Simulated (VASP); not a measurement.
Wanted: the native input for a VASP 6.6.1 run.

| Quantity | Value |
| --- | --- |
| Task | single point |
| Functional | PBE |
| Dispersion | D3(BJ) |
| Potentials or basis | VASP PAW PBE potentials, release 64 (C, Si) |
| Cutoff | 520 eV |
| k mesh | 6 × 6 × 1 |
| Occupations | gaussian, width 0.1 eV |
| Spin | collinear spin, ferromagnetic start |
| Starting moments | [0.0, 0.0, 0.0, 0.0, 0.0, 0.0, 0.0, 0.0, 2.0] μB |
| Dipole correction | yes |
| Further INCAR settings | ALGO = Normal; EDIFF = 1e-07; NBANDS = 32 |

The structure of SiC8 lies in POSCAR:

```
SiC8
1.0
    4.9313048819      0.0000000000      0.0000000000
   -2.4656524409      4.2706353015      0.0000000000
    0.0000000000      0.0000000000     15.5000331942
C Si
8 1
Direct
    0.3333333333      0.1666666667      0.2580650342
    0.3333333333      0.6666666667      0.2580650342
    0.8333333333      0.1666666667      0.2580650342
    0.8333333333      0.6666666667      0.2580650342
    0.1666666667      0.3333333333      0.2580650342
    0.1666666667      0.8333333333      0.2580650342
    0.6666666667      0.3333333333      0.2580650342
    0.6666666667      0.8333333333      0.2580650342
    0.5000000000      0.5000000000      0.3979577871
```

The input as run:

INCAR

```
SYSTEM = SiC8
ALGO = Normal
DIPOL = 0.5 0.5 0.274
EDIFF = 1E-7
ENCUT = 520
GGA = PE
IDIPOL = 3
ISIF = 2
ISMEAR = 0
ISPIN = 2
IVDW = 12
LASPH = .True.
LCHARG = .True.
LDIPOL = .True.
LELF = .True.
LORBIT = 11
LREAL = .False.
LVACPOTAV = .True.
LVHAR = .True.
LWAVE = .False.
MAGMOM = 0 0 0 0 0 0 0 0 2
NBANDS = 32
NELM = 150
PREC = Accurate
SIGMA = 0.1
```

KPOINTS

```
k-points
0
Gamma
  6 6 1
  0 0 0
```

Potentials or basis: VASP PAW PBE potentials, release 64 (C, Si).

Launch:

```sh
$ cat potpaw_PBE.64/C/POTCAR potpaw_PBE.64/Si/POTCAR > POTCAR
$ mpirun -np 1 vasp_std > vasp.out
```

It gave:

The largest force is 0.702 eV/Å. The band gap on the k mesh is 0.49 eV, indirect (least direct gap 0.69 eV) and the net moment is 0.00 μB per cell. The valence electrons inside the program's atomic spheres are C 2.64, 2.67; Si 1.50. The dispersion energy per atom is -0.112 eV.

Run time: 9 min on 1 thread of Intel Xeon 6975P-C, with other jobs on the host, peak memory 0.64 GiB.
